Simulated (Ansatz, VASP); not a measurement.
**One calculation of K3TeH, two programs**

INCAR

```
PREC = Accurate
ENCUT = 520
EDIFF = 1E-6
ISMEAR = 0
SIGMA = 0.1
LREAL = False
LASPH = True
NELM = 100
ALGO = Normal
ISIF = 2
LWAVE = False
LCHARG = False
GGA = PE
NBANDS = 25
```

The input KPOINTS:

```
regular mesh
0
Gamma
  6 6 4
```

The input POSCAR:

```
K3TeH
1.0
    5.5054503900      0.0000000000      0.0000000000
   -2.7527252000      4.7678599000      0.0000000000
    0.0000000000      0.0000000000      6.5791282500
K Te H
3 1 1
Direct
    0.3333333300      0.6666666700      0.5295525100
    0.6666666700      0.3333333300      0.5295525100
    0.0000000000      0.0000000000      0.7708060400
    0.0000000000      0.0000000000      0.1623668300
    0.0000000000      0.0000000000      0.5002532000
```

Input for Ansatz:

```yaml
crystal:
  lattice:
    - [5.50545039, 0.0, 0.0]
    - [-2.7527252, 4.7678599, 0.0]
    - [0.0, 0.0, 6.57912825]
  atoms:
    - { symbol: K, position: [0.33333333, 0.66666667, 0.52955251] }
    - { symbol: K, position: [0.66666667, 0.33333333, 0.52955251] }
    - { symbol: K, position: [0.0, 0.0, 0.77080604] }
    - { symbol: Te, position: [0.0, 0.0, 0.16236683] }
    - { symbol: H, position: [0.0, 0.0, 0.5002532] }
basis:
  ecutwfc: 420
kpoints:
  mp_grid: { grid: [6, 6, 4] }
hamiltonian:
  xc: pbe
scf:
  occupations: { method: gaussian, width: 0.1 }
  lower_state_search: "off"
output:
  forces: true
  stress: true
  eigenvalues: true
```

Alike in both runs: task single point; functional PBE; k mesh 6 × 6 × 4; occupations gaussian, width 0.1 eV; no spin polarisation.

|  | VASP | Ansatz |
| --- | --- | --- |
| version | VASP 6.6.1 | Ansatz 0.2.0 |
| potentials or method | VASP PAW PBE potentials, release 64 (K_sv, Te, H), cutoff 520 eV | scalar-relativistic, plane waves, PAW |
| valence electrons in the cell | 34 | 44 |

```tsv
	VASP	Ansatz	Ansatz less VASP
gap on the k mesh at the Fermi level (eV)	none	none	-
pressure (GPa)	7.0	7.0	-0.03
traceless stress, the component that is largest in VASP (GPa)	5.63	5.58	-0.047
rms of the force components (eV/Å)	1.469	1.456	-0.0123
```

Atom by atom the forces differ by 0.014 eV/Å (rms over components). A gap of «none» marks a metal or a gap that the smearing closes. VASP's potentials hold 34 valence electrons a cell and Ansatz's 44, so a difference there can come from the potentials and not from the codes.

Neither program's run includes spin-orbit coupling.
